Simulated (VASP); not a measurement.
# Ge3SbSe (Pm-3m) in VASP: single point with PBE

Aim: the single point of Ge3SbSe with PBE.

Everything below comes from runs of VASP 6.6.1. Logs are shortened: lines on timing, memory, paths and dates and some standing lists are left out, and cuts for length are marked.

### 1 The cell of the first run

It takes space group Pm-3m (No. 221, cubic). The conventional cell has a = 4.925 Å, b = 4.925 Å, c = 4.925 Å, α = 90.00°, β = 90.00°, γ = 90.00°. Ge (site symmetry 4/mmm) has 2 Sb at 2.46 Å within 3.3 Å. Within 3.3 Å of Sb (site symmetry m-3m) lie 6 Ge at 2.46 Å. Se (site symmetry m-3m) has 12 Ge at 3.48 Å and 8 Sb at 4.26 Å within 4.6 Å.

### 2 Single point, PBE

The input, INCAR:

```
SYSTEM = Ge3SbSe
PREC     = Accurate       ! precision mode
ENCUT    = 520            ! plane-wave cutoff, eV
EDIFF    = 1E-6           ! SCF threshold, eV
ISMEAR   = 0              ! smearing method
SIGMA    = 0.1            ! smearing width, eV
LREAL    = .False.        ! projectors in reciprocal space
LASPH    = .True.         ! aspherical terms in the spheres
NELM     = 80             ! most SCF steps
ALGO     = Normal         ! electronic algorithm
ISIF     = 2              ! what is computed and relaxed
LWAVE    = .False.        ! write WAVECAR
LCHARG   = .False.        ! write CHGCAR
GGA      = PE             ! functional
NBANDS   = 34             ! bands
```

The input, KPOINTS:

```
regular mesh
0
Gamma
  4 4 4
  0 0 0
```

The input, POSCAR:

```
Ge3SbSe
1.0
    4.9247469500      0.0000000000      0.0000000000
    0.0000000000      4.9247469500      0.0000000000
    0.0000000000      0.0000000000      4.9247469500
Ge Sb Se
3 1 1
Direct
    0.5000000000      0.0000000000      0.5000000000
    0.0000000000      0.5000000000      0.5000000000
    0.5000000000      0.5000000000      0.0000000000
    0.5000000000      0.5000000000      0.5000000000
    0.0000000000      0.0000000000      0.0000000000
```

Potentials or basis: VASP PAW PBE potentials, release 64 (Ge_d, Sb, Se).

Run with:

```sh
> cat potpaw_PBE.64/Ge_d/POTCAR potpaw_PBE.64/Sb/POTCAR potpaw_PBE.64/Se/POTCAR > POTCAR
> mpirun -np 1 vasp_std > vasp.out
```

OUTCAR:

```text
SYSTEM = Ge3SbSe
   PREC = Accurate
   ENCUT = 520
   EDIFF = 1E-6
   ISMEAR = 0
   LREAL = .False.
   LASPH = .True.
   NELM = 80
   ISIF = 2
   GGA = PE

 ion  position               nearest neighbor table
   1  0.500  0.000  0.500-   4 2.46   4 2.46
   2  0.000  0.500  0.500-   4 2.46   4 2.46
   3  0.500  0.500  0.000-   4 2.46   4 2.46
   4  0.500  0.500  0.500-   1 2.46   2 2.46   3 2.46   3 2.46   1 2.46   2 2.46
   5  0.000  0.000  0.000-

  LATTYP: Found a simple cubic cell.
 ALAT       =     4.9247469500

  Lattice vectors:

 A1 = (   4.9247469500,   0.0000000000,   0.0000000000)
 A2 = (   0.0000000000,   4.9247469500,   0.0000000000)
 A3 = (   0.0000000000,   0.0000000000,   4.9247469500)

Analysis of symmetry for initial positions (statically):
=====================================================================
 Subroutine PRICEL returns:
 Original cell was already a primitive cell.

 Routine SETGRP: Setting up the symmetry group for a
 simple cubic supercell.

 Subroutine GETGRP returns: Found 48 space group operations
 (whereof 48 operations were pure point group operations)
 out of a pool of 48 trial point group operations.

The static configuration has the point symmetry O_h .

Analysis of symmetry for dynamics (positions and initial velocities):
=====================================================================
 Subroutine PRICEL returns:
 Original cell was already a primitive cell.

 Routine SETGRP: Setting up the symmetry group for a
 simple cubic supercell.

 Subroutine GETGRP returns: Found 48 space group operations
 (whereof 48 operations were pure point group operations)
 out of a pool of 48 trial point group operations.

The dynamic configuration has the point symmetry O_h .

 Subroutine INISYM returns: Found 48 space group operations
 (whereof 48 operations are pure point group operations),
 and found     1 'primitive' translations

----------------------------------------------------------------------------------------

                                     Primitive cell

  volume of cell :     119.4405

  direct lattice vectors                    reciprocal lattice vectors
     4.924746950  0.000000000  0.000000000     0.203056118  0.000000000  0.000000000
     0.000000000  4.924746950  0.000000000     0.000000000  0.203056118  0.000000000
     0.000000000  0.000000000  4.924746950     0.000000000  0.000000000  0.203056118

  length of vectors
     4.924746950  4.924746950  4.924746950     0.203056118  0.203056118  0.203056118

  position of ions in fractional coordinates (direct lattice)
     0.500000000  0.000000000  0.500000000
     0.000000000  0.500000000  0.500000000
     0.500000000  0.500000000  0.000000000
     0.500000000  0.500000000  0.500000000
     0.000000000  0.000000000  0.000000000

  ion indices of the primitive-cell ions
   primitive index   ion index
                 1           1
                 2           2
                 3           3
                 4           4
                 5           5

----------------------------------------------------------------------------------------

 KPOINTS: regular mesh

Automatic generation of k-mesh.
 Grid dimensions read from file:
 generate k-points for:    4    4    4

 Generating k-lattice:

  Cartesian coordinates                     Fractional coordinates (reciprocal lattice)
     0.050764030  0.000000000  0.000000000     0.250000000  0.000000000  0.000000000
     0.000000000  0.050764030  0.000000000     0.000000000  0.250000000  0.000000000
     0.000000000  0.000000000  0.050764030     0.000000000  0.000000000  0.250000000

  Length of vectors
     0.050764030  0.050764030  0.050764030

  Shift w.r.t. Gamma in fractional coordinates (k-lattice)
     0.000000000  0.000000000  0.000000000

 Subroutine IBZKPT returns following result:
 ===========================================

 Found     10 irreducible k-points:

 Following reciprocal coordinates:
            Coordinates               Weight
  0.000000  0.000000  0.000000      1.000000
  0.250000  0.000000  0.000000      6.000000
  0.500000  0.000000  0.000000      3.000000
  0.250000  0.250000  0.000000     12.000000
  0.500000  0.250000  0.000000     12.000000
  0.500000  0.500000  0.000000      3.000000
  0.250000  0.250000  0.250000      8.000000
  0.500000  0.250000  0.250000     12.000000
  0.500000  0.500000  0.250000      6.000000
  0.500000  0.500000  0.500000      1.000000
   k-points           NKPTS =     10   k-points in BZ     NKDIM =     10   number of bands    NBANDS=     34
   number of dos      NEDOS =    301   number of ions     NIONS =      5
   total plane-waves  NPLWV =  64000
   dimension x,y,z NGX =    40 NGY =   40 NGZ =   40
   dimension x,y,z NGXF=    80 NGYF=   80 NGZF=   80
   ions per type =               3   1   1
   NGX,Y,Z   is equivalent  to a cutoff of  13.50, 13.50, 13.50 a.u.
   NGXF,Y,Z  is equivalent  to a cutoff of  27.01, 27.01, 27.01 a.u.
 SYSTEM =  Ge3SbSe
   PREC   = accura    normal or accurate (medium, high low for compatibility)
   ISTART =      0    job   : 0-new  1-cont  2-samecut
   ICHARG =      2    charge: 1-file 2-atom 10-const
   ISPIN  =      1    spin polarized calculation?
   LNONCOLLINEAR =      F non collinear calculations
   LSORBIT =      F    spin-orbit coupling
   LASPH  =      T    aspherical Exc in radial PAW
   ENCUT  =  520.0 eV  38.22 Ry    6.18 a.u.   9.16  9.16  9.16*2*pi/ulx,y,z
   NELM   =     80;   NELMIN=  2; NELMDL= -5     # of ELM steps
   EDIFF  = 0.1E-05   stopping-criterion for ELM
   LREAL  =      F    real-space projection
[... 7 lines left out ...]
   TEBEG  =    0.0;   TEEND  =   0.0 temperature during run
   PSTRESS=    0.0 pullay stress
   NELECT =      53.0000    total number of electrons
   NUPDOWN=      -1.0000    fix difference up-down
   EMIN   =  10.00;   EMAX   =-10.00  energy-range for DOS
   EFERMI =   0.00;   METHOD = LEGACY
   ISMEAR =     0;   SIGMA  =   0.10  broadening in eV -4-tet -1-fermi 0-gaus
   EFERMI_NEDOS =   21; number of points for ismear=-14 and -15
   IALGO  =     38    algorithm
   IMIX   =      4    mixing-type and parameters
     AMIX     =   0.40;   BMIX     =  1.00
     AMIX_MAG =   1.60;   BMIX_MAG =  1.00
  volume/ion in A,a.u.               =      23.89       161.20
  Fermi-wavevector in a.u.,A,eV,Ry     =   1.248675  2.359654 21.214069  1.559190
  Thomas-Fermi vector in A             =   2.382751
   LORBIT       =      0    0 simple, 1 ext, 2 COOP (PROOUT), +10 PAW based schemes
   GGA     = PE    functional components
   LHFCALC =     F    Hartree Fock is set to
   AEXX    =    0.0000 exact exchange contribution
   IVDW    =     0    specifies the selected vdW correction
   LEPSILON=     F    determine dielectric tensor
   LRPA    =     F    only Hartree local field effects (RPA)
 non-spin polarized calculation
 Gauss-broadening in eV      SIGMA  =   0.10
  energy-cutoff  :      520.00
  volume of cell :      119.44
 maximum number of plane-waves:      3238
 NGX is ok and might be reduce to    40
   NGX = 19   NGY = 19   NGZ = 19

 number of electron      53.0000017 magnetization

 Free energy of the ion-electron system (eV)
  ---------------------------------------------------
  ext. energy  EPLUGINS =         0.00000000
  ---------------------------------------------------
  free energy    TOTEN  =       -15.37315930 eV

  energy without entropy =      -15.35700162  energy(sigma->0) =      -15.36508046

 E-fermi :   5.6777     XC(G=0): -10.0077

 val. band max:        5.6216803715   @ k =   0.5000   0.2500   0.0000
 cond. band min:       5.7618380921   @ k =   0.5000   0.2500   0.0000
 fundamental gap:      0.1401577206
 Fermi energy:         5.6776506122

 k-point     1 :       0.0000    0.0000    0.0000
  band No.  band energies     occupation
      1     -19.7394      2.00000
      2     -19.6616      2.00000
      3     -19.6616      2.00000
      4     -19.6430      2.00000
      5     -19.6430      2.00000
      6     -19.6430      2.00000
[... 26 lines left out ...]
     33       9.8698      0.00000
     34       9.8698      0.00000

 k-point     2 :       0.2500    0.0000    0.0000
  band No.  band energies     occupation
      1     -19.7301      2.00000
      2     -19.6731      2.00000
      3     -19.6616      2.00000
      4     -19.6428      2.00000
      5     -19.6384      2.00000
      6     -19.6384      2.00000
[... 26 lines left out ...]
     33      10.1417      0.00000
     34      11.4424      0.00000

 k-point     3 :       0.5000    0.0000    0.0000
  band No.  band energies     occupation
      1     -19.7135      2.00000
      2     -19.6919      2.00000
      3     -19.6615      2.00000
      4     -19.6426      2.00000
      5     -19.6273      2.00000
      6     -19.6273      2.00000
[... 26 lines left out ...]
     33       8.7233      0.00000
     34      10.5727      0.00000

 k-point     4 :       0.2500    0.2500    0.0000
  band No.  band energies     occupation
      1     -19.7223      2.00000
      2     -19.6771      2.00000
      3     -19.6683      2.00000
      4     -19.6396      2.00000
      5     -19.6370      2.00000
      6     -19.6353      2.00000
[... 26 lines left out ...]
     33      11.2903      0.00000
     34      11.7449      0.00000

 k-point     5 :       0.5000    0.2500    0.0000
  band No.  band energies     occupation
      1     -19.7073      2.00000
      2     -19.6926      2.00000
      3     -19.6707      2.00000
      4     -19.6386      2.00000
      5     -19.6277      2.00000
      6     -19.6271      2.00000
[... 103 lines left out ...]
 k-point     8 :       0.5000    0.2500    0.2500
  band No.  band energies     occupation
      1     -19.7037      2.00000
      2     -19.6934      2.00000
      3     -19.6781      2.00000
      4     -19.6358      2.00000
      5     -19.6279      2.00000
      6     -19.6275      2.00000
[... 26 lines left out ...]
     33       9.2100      0.00000
     34      12.4649      0.00000

 k-point     9 :       0.5000    0.5000    0.2500
  band No.  band energies     occupation
      1     -19.6941      2.00000
      2     -19.6941      2.00000
      3     -19.6913      2.00000
      4     -19.6307      2.00000
      5     -19.6286      2.00000
      6     -19.6286      2.00000
[... 26 lines left out ...]
     33       9.0292      0.00000
     34       9.5875      0.00000

 k-point    10 :       0.5000    0.5000    0.5000
  band No.  band energies     occupation
      1     -19.6949      2.00000
      2     -19.6949      2.00000
      3     -19.6949      2.00000
      4     -19.6294      2.00000
      5     -19.6294      2.00000
      6     -19.6294      2.00000
[... 26 lines left out ...]
     33       9.1132      0.00000
     34       9.1132      0.00000

------------------------ aborting loop because EDIFF is reached ----------------------------------------

  FORCE on cell =-STRESS in cart. coord.  units (eV):
  Direction    XX          YY          ZZ          XY          YZ          ZX
  --------------------------------------------------------------------------------------
  -------------------------------------------------------------------------------------
  Total       10.5714345     10.5714345     10.5714345      0.0000000     -0.0000000      0.0000000
  in kB      141.8053922    141.8053922    141.8053922      0.0000000     -0.0000000      0.0000000
  external PRESSURE =     141.8053922 kB  Pullay stress =       0.0000000 kB

 VOLUME and BASIS-vectors are now :
 -----------------------------------------------------------------------------
  energy-cutoff  :      520.00
  volume of cell :      119.44
      direct lattice vectors                 reciprocal lattice vectors
     4.924746950  0.000000000  0.000000000     0.203056118  0.000000000  0.000000000
     0.000000000  4.924746950  0.000000000     0.000000000  0.203056118  0.000000000
     0.000000000  0.000000000  4.924746950     0.000000000  0.000000000  0.203056118

 POSITION                                       TOTAL-FORCE (eV/Angst)
 -----------------------------------------------------------------------------------
      2.46237      0.00000      2.46237         0.000000      0.000000      0.000000
      0.00000      2.46237      2.46237         0.000000      0.000000      0.000000
      2.46237      2.46237      0.00000         0.000000      0.000000      0.000000
      2.46237      2.46237      2.46237         0.000000      0.000000      0.000000
      0.00000      0.00000      0.00000         0.000000      0.000000      0.000000
 -----------------------------------------------------------------------------------
    total drift:                               -0.000000     -0.000000     -0.000000

  FREE ENERGIE OF THE ION-ELECTRON SYSTEM (eV)
  ---------------------------------------------------
  free  energy   TOTEN  =       -15.3731592989 eV

  energy  without entropy=      -15.3570016158  energy(sigma->0) =      -15.36508046
```

Wall time 67 s (1 thread of AMD EPYC, shared host); peak memory 0.22 GiB.

Results:

| Quantity | Value |
| --- | --- |
| Free energy | -15.3732 eV |
| Pressure | 14.2 GPa |

Caveat: spin-orbit coupling is left out, which moves the levels of the heavy elements.
